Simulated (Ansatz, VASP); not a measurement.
# MgS: VASP beside Ansatz

INCAR

```
SYSTEM = MgS
ALGO = Normal
EDIFF = 1E-6
ENCUT = 520
ISIF = 2
ISMEAR = -1
LASPH = .True.
LCHARG = .True.
LELF = .True.
LREAL = .False.
LVHAR = .True.
LWAVE = .False.
NBANDS = 11
NELM = 100
PREC = Accurate
SIGMA = 0.01
```

File KPOINTS:

```
k-points
0
Gamma
  8 8 8
  0 0 0
```

POSCAR

```
MgS
1.0
    0.0000000000      2.6016500000      2.6536830000
    2.6016500000      0.0000000000      2.6536830000
    2.6016500000      2.6016500000      0.0000000000
Mg S
1 1
Direct
    0.0000000000      0.0000000000      0.0000000000
    0.5000000000      0.5000000000      0.5000000000
```

Input for Ansatz:

```yaml
crystal:
  lattice:
    - [0.0, 2.60165, 2.653683]
    - [2.60165, 0.0, 2.653683]
    - [2.60165, 2.60165, 0.0]
  atoms:
    - { symbol: Mg, position: [0.0, 0.0, 0.0] }
    - { symbol: S, position: [0.5, 0.5, 0.5] }
kpoints:
  mp_grid: { grid: [8, 8, 8] }
  band_path:
    path:
      - [0.0, 0.0, 0.0]
      - [0.0, 0.5, 0.5]
      - [0.25, 0.75, 0.5]
      - [0.0, 0.5, 0.0]
      - [0.0, 0.0, 0.0]
      - [0.5, 0.5, 0.0]
      - [0.3701460977, 0.6298539023, 0.0]
      - [-0.3701460977, 0.3701460977, 0.0]
      - [0.0, 0.0, 0.0]
    npoints: 5
scf:
  occupations: { method: fermi_dirac, width: 0.01 }
hamiltonian:
  xc: lda
  pseudopotentials: { kind: all_electron, lapw: { basis_error: 0.00025 } }
output:
  forces: true
  stress: true
  eigenvalues: true
```

Change from the starting cell: zz strain of +2 %.

Alike in both runs: task single point; functional LDA; k mesh 8 × 8 × 8; occupations fermi-dirac, width 0.01 eV; no spin polarisation.

```csv
,VASP,Ansatz
version,VASP 6.6.1,Ansatz 0.2.0
potentials or method,"VASP PAW LDA potentials, release 64 (Mg, S), cutoff 520 eV","all-electron LAPW, scalar-relativistic"
```

Ansatz gave:

- gap on the k mesh at the Fermi level (eV): 2.43
- pressure (GPa): -4.5
- traceless stress, the component that is largest in VASP (GPa): -1.08

Question: Estimate VASP's values.

Answer: gap on the k mesh at the Fermi level (eV): 2.43; pressure (GPa): -5.1; traceless stress, the component that is largest in VASP (GPa): -1.07.

LDA's correlation is that of Perdew and Zunger in VASP and of Perdew and Wang (1992) in Ansatz. Ansatz ran all-electron here, and VASP with PAW potentials.
